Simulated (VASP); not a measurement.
# AlN (P6_3mc) in VASP: a series of runs

Runs on AlN. Level: PBE. Tasks: single point, relaxation of cell and atoms.

Program: VASP 6.6.1. These are calculated values, not measurements. Logs are shortened: lines on timing, memory, paths and dates and some standing lists are left out, and cuts for length are marked.

## Step 1: The cell of the first run

The structure is hexagonal, space group P6_3mc (No. 186). Conventional cell: a = 3.130 Å, b = 3.130 Å, c = 5.018 Å, α = 90.00°, β = 90.00°, γ = 120.00°. Al (site symmetry 3m) has 4 N at 1.90 to 1.91 Å within 2.5 Å. Within 2.5 Å of N (site symmetry 3m) lie 4 Al at 1.90 to 1.91 Å.

## Step 2: Single point, PBE

INCAR

```
SYSTEM = AlN
PREC = Accurate
ENCUT = 520
EDIFF = 1E-6
ISMEAR = 0
SIGMA = 0.02
LREAL = .FALSE.
LASPH = .TRUE.
NELM = 80
ALGO = Normal
ISIF = 2
LWAVE = .FALSE.
LCHARG = .TRUE.
GGA = PE
LELF = .TRUE.
LVHAR = .TRUE.
NBANDS = 16
```

KPOINTS

```
regular mesh
0
G
  12 12 6
  0 0 0
```

POSCAR

```
AlN
1.0
    3.1302617481      0.0000000000      0.0000000000
   -1.5651308741      2.7108861944      0.0000000000
    0.0000000000      0.0000000000      5.0181316115
Al N
2 2
Direct
    0.3333333333      0.6666666667      0.4967314104
    0.6666666667      0.3333333333      0.9967314104
    0.3333333333      0.6666666667      0.8782685896
    0.6666666667      0.3333333333      0.3782685896
```

Potentials or basis: VASP PAW PBE potentials, release 64 (Al, N).

On the command line:

```
cat potpaw_PBE.64/Al/POTCAR potpaw_PBE.64/N/POTCAR > POTCAR
mpirun -np 1 vasp_std > vasp.out
```

OUTCAR:

```text
SYSTEM = AlN
   PREC = Accurate
   ENCUT = 520
   EDIFF = 1E-6
   ISMEAR = 0
   LREAL = .FALSE.
   LASPH = .TRUE.
   NELM = 80
   ISIF = 2
   GGA = PE

 ion  position               nearest neighbor table
   1  0.333  0.667  0.497-   4 1.90   4 1.90   4 1.90   3 1.91   2 3.09   2 3.09   2 3.09   2 3.09
                             2 3.09   2 3.09
   2  0.667  0.333  0.997-   3 1.90   3 1.90   3 1.90   4 1.91   1 3.09   1 3.09   1 3.09   1 3.09
                             1 3.09   1 3.09
   3  0.333  0.667  0.878-   2 1.90   2 1.90   2 1.90   1 1.91
   4  0.667  0.333  0.378-   1 1.90   1 1.90   1 1.90   2 1.91

  LATTYP: Found a hexagonal cell.
 ALAT       =     3.1302617481
 C/A-ratio  =     1.6031028762

  Lattice vectors:

 A1 = (   3.1302617481,   0.0000000000,   0.0000000000)
 A2 = (  -1.5651308741,   2.7108861944,   0.0000000000)
 A3 = (   0.0000000000,   0.0000000000,   5.0181316115)

Analysis of symmetry for initial positions (statically):
=====================================================================
 Subroutine PRICEL returns:
 Original cell was already a primitive cell.

 Routine SETGRP: Setting up the symmetry group for a
 hexagonal supercell.

 Subroutine GETGRP returns: Found 12 space group operations
 (whereof  6 operations were pure point group operations)
 out of a pool of 24 trial point group operations.

The static configuration has the point symmetry C_3v.
 The point group associated with its full space group is C_6v.

Analysis of symmetry for dynamics (positions and initial velocities):
=====================================================================
 Subroutine PRICEL returns:
 Original cell was already a primitive cell.

 Routine SETGRP: Setting up the symmetry group for a
 hexagonal supercell.

 Subroutine GETGRP returns: Found 12 space group operations
 (whereof  6 operations were pure point group operations)
 out of a pool of 24 trial point group operations.

The dynamic configuration has the point symmetry C_3v.
 The point group associated with its full space group is C_6v.

 Subroutine INISYM returns: Found 12 space group operations
 (whereof  6 operations are pure point group operations),
 and found     1 'primitive' translations

----------------------------------------------------------------------------------------

                                     Primitive cell

  volume of cell :      42.5828

  direct lattice vectors                    reciprocal lattice vectors
     3.130261748  0.000000000  0.000000000     0.319462103  0.184441531  0.000000000
    -1.565130874  2.710886194  0.000000000     0.000000000  0.368883062  0.000000000
     0.000000000  0.000000000  5.018131612     0.000000000  0.000000000  0.199277356
[... 90 lines left out ...]
   EDIFFG = 0.1E-04   stopping-criterion for IOM
   NSW    =      0    number of steps for IOM
   IBRION =     -1    ionic relax: 0-MD 1-quasi-New 2-CG
   NFREE  =      0    steps in history (QN), initial steepest desc. (CG)
   ISIF   =      2    stress and relaxation
   ISYM   =      2    0-nonsym 1-usesym 2-fastsym
   POTIM  = 0.5000    time-step for ionic-motion
   TEBEG  =    0.0;   TEEND  =   0.0 temperature during run
   PSTRESS=    0.0 pullay stress
   NELECT =      16.0000    total number of electrons
   NUPDOWN=      -1.0000    fix difference up-down
   EMIN   =  10.00;   EMAX   =-10.00  energy-range for DOS
   EFERMI =   0.00;   METHOD = LEGACY
   ISMEAR =     0;   SIGMA  =   0.02  broadening in eV -4-tet -1-fermi 0-gaus
   EFERMI_NEDOS =   21; number of points for ismear=-14 and -15
   IALGO  =     38    algorithm
   IMIX   =      4    mixing-type and parameters
     AMIX     =   0.40;   BMIX     =  1.00
     AMIX_MAG =   1.60;   BMIX_MAG =  1.00
  volume/ion in A,a.u.               =      10.65        71.84
  Fermi-wavevector in a.u.,A,eV,Ry     =   1.181327  2.232384 18.987389  1.395534
  Thomas-Fermi vector in A             =   2.317603
   LORBIT       =      0    0 simple, 1 ext, 2 COOP (PROOUT), +10 PAW based schemes
   GGA     = PE    functional components
   LHFCALC =     F    Hartree Fock is set to
   AEXX    =    0.0000 exact exchange contribution
   IVDW    =     0    specifies the selected vdW correction
   LEPSILON=     F    determine dielectric tensor
   LRPA    =     F    only Hartree local field effects (RPA)
 non-spin polarized calculation
 Gauss-broadening in eV      SIGMA  =   0.02
  energy-cutoff  :      520.00
  volume of cell :       42.58
 maximum number of plane-waves:      1170
 NGX is ok and might be reduce to    24
   NGX = 11   NGY = 11   NGZ = 19

 number of electron      15.9999999 magnetization

 Free energy of the ion-electron system (eV)
  ---------------------------------------------------
  ext. energy  EPLUGINS =         0.00000000
  ---------------------------------------------------
  free energy    TOTEN  =       -29.78050204 eV

  energy without entropy =      -29.78050204  energy(sigma->0) =      -29.78050204

 E-fermi :   6.1331     XC(G=0): -10.8267

 val. band max:        5.9636622879   @ k =   0.0000   0.0000   0.0000
 cond. band min:      10.0065843450   @ k =   0.0000   0.0000   0.0000
 fundamental gap:      4.0429220572
 Fermi energy:         6.1330557102

 k-point     1 :       0.0000    0.0000    0.0000
  band No.  band energies     occupation
      1      -9.1034      2.00000
      2      -7.0209      2.00000
      3       0.0585      2.00000
      4       5.1185      2.00000
      5       5.1185      2.00000
      6       5.7610      2.00000
[... 433 lines left out ...]
      3       1.1232      2.00000
      4       2.0698      2.00000
      5       2.6715      2.00000
      6       4.2237      2.00000
[... 8 lines left out ...]
     15      18.1864      0.00000
     16      20.0814      0.00000

 [... further k-points ...]
[... 5 lines left out ...]
  --------------------------------------------------------------------------------------
  -------------------------------------------------------------------------------------
  Total       -0.0749288     -0.0749288     -0.0593661      0.0000000     -0.0000000      0.0000000
  in kB       -2.8191958     -2.8191958     -2.2336493      0.0000000     -0.0000000      0.0000000
  external PRESSURE =      -2.6240136 kB  Pullay stress =       0.0000000 kB

 VOLUME and BASIS-vectors are now :
 -----------------------------------------------------------------------------
  energy-cutoff  :      520.00
  volume of cell :       42.58
      direct lattice vectors                 reciprocal lattice vectors
     3.130261748  0.000000000  0.000000000     0.319462103  0.184441531  0.000000000
    -1.565130874  2.710886194  0.000000000     0.000000000  0.368883062  0.000000000
     0.000000000  0.000000000  5.018131612     0.000000000  0.000000000  0.199277356

 POSITION                                       TOTAL-FORCE (eV/Angst)
 -----------------------------------------------------------------------------------
     -0.00000      1.80726      2.49266         0.000000      0.000000      0.000666
      1.56513      0.90363      5.00173         0.000000      0.000000      0.000666
     -0.00000      1.80726      4.40727         0.000000     -0.000000     -0.000666
      1.56513      0.90363      1.89820        -0.000000      0.000000     -0.000666
 -----------------------------------------------------------------------------------
    total drift:                               -0.000000     -0.000000      0.000565

  FREE ENERGIE OF THE ION-ELECTRON SYSTEM (eV)
  ---------------------------------------------------
  free  energy   TOTEN  =       -29.7805020394 eV

  energy  without entropy=      -29.7805020394  energy(sigma->0) =      -29.78050204
```

OSZICAR:

```text
N       E                     dE             d eps       ncg     rms          rms(c)
DAV:   1     0.423676483293E+02    0.42368E+02   -0.72742E+03  2432   0.893E+02
DAV:   2    -0.307911004256E+02   -0.73159E+02   -0.66311E+02  3424   0.186E+02
DAV:   3    -0.344334898945E+02   -0.36424E+01   -0.36278E+01  3056   0.432E+01
DAV:   4    -0.344563070437E+02   -0.22817E-01   -0.22815E-01  3024   0.383E+00
DAV:   5    -0.344565996624E+02   -0.29262E-03   -0.29262E-03  3064   0.440E-01    0.121E+01
DAV:   6    -0.297654558839E+02    0.46911E+01   -0.10689E+01  2904   0.236E+01    0.411E+00
DAV:   7    -0.297922705480E+02   -0.26815E-01   -0.65776E-01  2616   0.571E+00    0.292E+00
DAV:   8    -0.297851759342E+02    0.70946E-02   -0.62074E-02  2744   0.230E+00    0.623E-01
DAV:   9    -0.297799444394E+02    0.52315E-02   -0.12383E-02  3216   0.821E-01    0.252E-01
DAV:  10    -0.297805857417E+02   -0.64130E-03   -0.23752E-03  2632   0.306E-01    0.137E-01
DAV:  11    -0.297804990215E+02    0.86720E-04   -0.18284E-04  2880   0.104E-01    0.344E-02
DAV:  12    -0.297805022159E+02   -0.31944E-05   -0.12367E-05  2664   0.280E-02    0.715E-03
DAV:  13    -0.297805020394E+02    0.17656E-06   -0.44546E-06  2904   0.162E-02
   1 F= -.29780502E+02 E0= -.29780502E+02  d E =-.915554E-36
```

Run time: 37 s. Hardware: 1 thread of Intel Xeon Platinum 8259CL at 2.50GHz (Skylake/Cascade Lake), shared host; peak memory 0.18 GiB.

What came out:

```yaml
Free_energy: -29.7805 eV
Pressure: -0.3 GPa
Band_gap_on_the_k_mesh: 4.04 eV, direct
```

Levels at points of the mesh, in eV from the valence-band top:
```csv
k point,band 5,band 6,band 7,band 8,band 9,band 10,band 11,band 12
"(0.00, 0.00, 0.00)",-0.85,-0.20,-0.20,0.00,4.04,6.51,10.46,11.03
"(0.50, 0.00, 0.00)",-3.29,-2.05,-1.74,-0.68,5.76,5.76,8.02,10.14
"(0.00, 0.00, 0.50)",-0.53,-0.53,-0.53,-0.53,6.31,6.31,10.16,10.16
"(0.50, 0.00, 0.50)",-1.44,-1.44,-1.35,-1.35,5.25,5.25,9.14,9.14
```

## Step 3: Relaxation of cell and atoms, PBE

This run uses another cell than the first one, of 11.04 Å³/atom, 1.037 times its volume.

INCAR

```
ALGO = Normal ; EDIFF = 1E-6
EDIFFG = -0.01 ; ENCUT = 600
GGA = PE ; IBRION = 2
ISIF = 3 ; ISMEAR = 0
LASPH = T ; LCHARG = F
LREAL = F ; LWAVE = F
NELM = 80 ; NSW = 80
PREC = Accurate ; SIGMA = 0.02
```

KPOINTS

```
k-points
0
Gamma
  12 12 6
```

POSCAR

```
AlN
1.0
    3.1440119226      0.0000000000      0.0000000000
   -1.5720059613      2.7227941948      0.0000000000
    0.0000000000      0.0000000000      5.1597551857
Al N
2 2
Direct
    0.3333333333      0.6666666667      0.4995817072
    0.6666666667      0.3333333333      0.9995817072
    0.3333333333      0.6666666667      0.8754182928
    0.6666666667      0.3333333333      0.3754182928
```

Potentials or basis: VASP PAW PBE potentials, release 64 (Al, N).

On the command line:

```
cat potpaw_PBE.64/Al/POTCAR potpaw_PBE.64/N/POTCAR > POTCAR
mpirun -np 1 vasp_std > vasp.out
```

Wall time 3 min (1 thread of Intel Xeon Platinum 8259CL at 2.50GHz (Skylake/Cascade Lake), shared host); peak memory 0.21 GiB.

The run converged. Its results:

| Property | Result |
| --- | --- |
| Free energy | -29.7859 eV |
| Relaxed volume | 10.62 Å³/atom |
| Relaxed cell | a = 3.128 Å, b = 3.128 Å, c = 5.016 Å, α = 90.00°, β = 90.00°, γ = 120.00° |
| Space group after relaxing (to 0.05 Å) | P6_3mc (No. 186) |
| Energy gained by relaxing | 12.6 meV/atom |
| Ionic steps | 8 |
| Pressure after relaxing | 0.0 GPa |
| Band gap on the k mesh | 4.06 eV, direct |

The path:
| step | energy change (eV) | largest force (eV/Å) | pressure (GPa) | volume (Å³) |
| --- | --- | --- | --- | --- |
| 1 | 0.0000 | 0.1129 | -6.79 | 44.17 |
| 2 | -0.0234 | 0.1786 | 6.27 | 41.24 |
| 3 | -0.0446 | 0.1386 | 0.56 | 42.40 |
| 4 | -0.0495 | 0.0613 | 0.15 | 42.47 |
| 5 | -0.0505 | 0.0110 | -0.14 | 42.52 |
| 6 | -0.0505 | 0.0136 | -0.13 | 42.52 |
| 7 | -0.0505 | 0.0091 | 0.11 | 42.47 |
| 8 | -0.0505 | 0.0015 | 0.01 | 42.49 |

Final structure:
```
Al N
1.0
     3.12769    0.00000    0.00000
    -1.56384    2.70866    0.00000
     0.00000    0.00000    5.01557
Al N
2 2
Direct
  0.33333 0.66667 0.49677
  0.66667 0.33333 0.99677
  0.33333 0.66667 0.87823
  0.66667 0.33333 0.37823
```

Levels at points of the mesh, in eV from the valence-band top:
```csv
k point,band 4,band 5,band 6,band 7,band 8,band 9,band 10,band 11,band 12
"(0.00, 0.00, 0.00)",-0.84,-0.84,-0.20,-0.20,0.00,4.06,6.53,10.47,11.05
"(0.50, 0.00, 0.00)",-4.12,-3.30,-2.05,-1.75,-0.68,5.77,5.77,8.04,10.16
"(0.00, 0.00, 0.50)",-3.30,-0.53,-0.53,-0.53,-0.53,6.33,6.33,10.18,10.18
"(0.50, 0.00, 0.50)",-5.53,-1.44,-1.44,-1.35,-1.35,5.25,5.25,9.16,9.16
```
